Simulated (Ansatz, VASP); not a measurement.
## One calculation of Zn2B3, two programs

```
Zn B
1.0
     4.85473    0.00000    0.00000
     0.00000    4.85473    0.00000
     0.00000    0.00000    4.85473
Zn B
4 6
Cartesian
  1.2137 1.2137 1.2137
  1.2137 3.6411 3.6411
  3.6411 3.6411 1.2137
  3.6411 1.2137 3.6411
  0.0000 2.4274 2.4274
  0.0000 2.4274 0.0000
  2.4274 0.0000 2.4274
  0.0000 0.0000 2.4274
  2.4274 0.0000 0.0000
  2.4274 2.4274 0.0000
```

Change from the starting cell: species swapped into the Zn3P2 type (Pn-3m, No. 224).

Alike in both runs: task relaxation of cell and atoms; functional PBE; k mesh 4 × 4 × 4; occupations gaussian, width 0.2 eV; no spin polarisation.

|  | VASP | Ansatz |
| --- | --- | --- |
| version | VASP 6.6.1 | Ansatz 0.2.0 |
| potentials or method | VASP PAW PBE potentials, release 64 (Zn, B), cutoff 500 eV | scalar-relativistic, plane waves, PAW |
| valence electrons in the cell | 66 | 66 |

VASP gave:

```
gap on the k mesh at the Fermi level, each at its own relaxed structure (eV) : none
relaxed volume (Å³/atom)                                                     : 11.58
relaxed cell length with the largest relative difference (Å)                 : 4.874
```

Problem. What did Ansatz give for the same quantities?

Solution. gap on the k mesh at the Fermi level, each at its own relaxed structure (eV): none; relaxed volume (Å³/atom): 11.44; relaxed cell length with the largest relative difference (Å): 4.855.

A gap of «none» marks a metal or a gap that the smearing closes.
